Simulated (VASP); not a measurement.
Crystal: PbS.

```xyz
2
Lattice="0.0000 2.6616 2.6616 2.6616 0.0000 2.6616 2.6616 2.6616 0.0000" Properties=species:S:1:pos:R:3 pbc="T T T"
Pb    0.0000    0.0000    0.0000
S     2.6616    2.6616    2.6616
```

```yaml
Program: VASP 6.6.1
Task: relaxation of cell and atoms
Functional: PBE
Potentials_or_basis: VASP PAW PBE potentials, release 64 (Pb_d, S)
Cutoff: 600 eV
k_mesh: 8 × 8 × 8
Occupations: fermi-dirac, width 0.02 eV
Spin: no spin polarisation
```

At the start: pressure 40.8 GPa; volume 18.86 Å³/atom.

How do energy, volume and symmetry change on relaxing?

Over 3 steps the energy falls by 764.2 meV/atom and the volume is 27.08 Å³/atom (+43.6 %); space group Fm-3m (No. 225, to 0.05 Å).

The path:
```csv
step,energy change (eV),largest force (eV/Å),pressure (GPa),volume (Å³)
1,0.0000,0.0000,40.81,37.71
2,-1.0269,0.0000,-7.80,70.47
3,-1.5284,0.0000,0.03,54.17
```

Final structure:
```
Pb S
1.0
     0.00000    3.00311    3.00311
     3.00311    0.00000    3.00311
     3.00311    3.00311    0.00000
Pb S
1 1
Direct
  0.00000 0.00000 0.00000
  0.50000 0.50000 0.50000
```

Caveat: the volume moved by over 15 % at a fixed basis, so the end points are rough.
